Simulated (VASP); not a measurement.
Input of a VASP 6.6.1 run:

File INCAR:

```
SYSTEM = LiF
ALGO = Normal
EDIFF = 1E-8
ENCUT = 520
ISIF = 2
ISMEAR = -1
LASPH = .True.
LCHARG = .False.
LEFG = .True.
LREAL = .False.
LWAVE = .False.
NBANDS = 12
NELM = 100
PREC = Accurate
SIGMA = 0.03
```

Contents of KPOINTS:

```
k-points
0
Gamma
  10 10 10
  0 0 0
```

POSCAR

```
LiF
1.0
    0.0000000000      1.9535800000      2.0140000000
    1.9535800000      0.0000000000      2.0140000000
    1.9535800000      1.9535800000      0.0000000000
Li F
1 1
Direct
    0.0000000000      0.0000000000      0.0000000000
    0.5000000000      0.5000000000      0.5000000000
```

Potentials or basis: VASP PAW LDA potentials, release 64 (Li_sv, F).

Launch:

```sh
$ cat potpaw_LDA.64/Li_sv/POTCAR potpaw_LDA.64/F/POTCAR > POTCAR
$ mpirun -np 1 vasp_std > vasp.out
```

Task: What does it give for the band gap on the k mesh?

Result: 9.35 eV, direct.

Electric field gradients, principal values (V/Å²):
```
atom   least  middle  greatest (by size)
1 Li  -0.058  -0.062               0.120
 2 F  -0.857  -0.864               1.721
```

Caveat: the cell differs from its parent crystal (equal xx and yy strain of -3 %); without QUAD_EFG the Cq values of the log hold for a quadrupole moment of 1 mb, not for the nuclei. A k mesh can miss the band edges.
